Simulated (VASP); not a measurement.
The system is TlPO2.

```
Tl P O
1.0
     3.43386    0.00000    0.00000
     0.00000    3.43386    0.00000
     0.00000    0.00000    4.83649
Tl P O
1 1 2
Cartesian
  1.7169 1.7169 2.4182
  0.0000 0.0000 0.0000
  1.7169 0.0000 3.5706
  0.0000 1.7169 1.2659
```

```yaml
Program: VASP 6.6.1
Task: relaxation of cell and atoms
Functional: PBE
Potentials_or_basis: VASP PAW PBE potentials, release 64 (Tl_d, P, O)
Cutoff: 600 eV
k_mesh: 6 × 6 × 4
Occupations: gaussian, width 0.1 eV
Spin: no spin polarisation
```

At the start: pressure 30.0 GPa; volume 14.26 Å³/atom.

Problem. Where does the relaxation end?

Solution. Over 11 steps the energy falls by 1014.7 meV/atom and the volume is 16.01 Å³/atom (+12.3 %); space group P-4m2 (No. 115, to 0.05 Å).

Step by step:
| step | energy change (eV) | largest force (eV/Å) | pressure (GPa) | volume (Å³) |
| --- | --- | --- | --- | --- |
| 1 | 0.0000 | 3.0918 | 29.96 | 57.03 |
| 2 | -1.5137 | 1.8592 | -8.08 | 81.99 |
| 3 | -1.6285 | 2.0220 | -3.29 | 74.78 |
| 4 | -2.0807 | 1.9938 | -2.72 | 73.40 |
| 5 | -3.2782 | 1.5714 | -1.84 | 69.34 |
| 6 | -4.0099 | 0.1104 | 1.60 | 61.68 |
| 7 | -4.0113 | 0.0959 | 1.85 | 61.43 |
| 8 | -4.0380 | 0.0200 | -2.13 | 65.37 |
| 9 | -4.0412 | 0.0344 | -1.22 | 64.34 |
| 10 | -4.0574 | 0.0133 | 0.68 | 63.93 |
| 11 | -4.0590 | 0.0135 | 0.27 | 64.04 |

Final structure:
```cif
data_structure
_symmetry_space_group_name_H-M 'P 1'
_symmetry_Int_Tables_number 1
_cell_length_a 3.5140
_cell_length_b 3.5140
_cell_length_c 5.1859
_cell_angle_alpha 90.000
_cell_angle_beta 90.000
_cell_angle_gamma 90.000
_cell_volume 64.04
loop_
_atom_site_label
_atom_site_type_symbol
_atom_site_fract_x
_atom_site_fract_y
_atom_site_fract_z
_atom_site_occupancy
Tl1 Tl 0.50000 0.50000 0.50000 1
P1 P 0.00000 0.00000 0.00000 1
O1 O 0.50000 0.00000 0.98247 1
O2 O 0.00000 0.50000 0.01753 1
```
